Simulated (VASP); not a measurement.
Here is a VASP 6.6.1 calculation.

Contents of INCAR:

```
SYSTEM = Hf
PREC = Accurate
ENCUT = 520
EDIFF = 1E-8
ISMEAR = 0
SIGMA = 0.1
LREAL = .False.
LASPH = .True.
NELM = 100
ALGO = Normal
ISIF = 2
LWAVE = .False.
LCHARG = .False.
GGA = CA
IBRION = 8
NSW = 1
```

The input KPOINTS:

```
Automatic mesh
0
Gamma
  16 16 10
  0 0 0
```

The input POSCAR:

```
Hf
1.0
    2.8196497976      0.0000000000      0.0000000000
   -1.4098248988      2.4418883545      0.0000000000
    0.0000000000      0.0000000000      4.6292342200
Hf
2
Direct
    0.3333333333      0.6666666667      0.2500000000
    0.6666666667      0.3333333333      0.7500000000
```

Potentials or basis: VASP PAW LDA potentials, release 64 (Hf_pv).

Run with:

```sh
$ cat potpaw_LDA.64/Hf_pv/POTCAR > POTCAR
$ mpirun -np 1 vasp_std > vasp.out
```

(1) What does it give for the highest phonon frequency at Γ?

## Answers

(1) 219 cm⁻¹.

Caveat: the cell stands under pressure or tension, which shifts response properties.
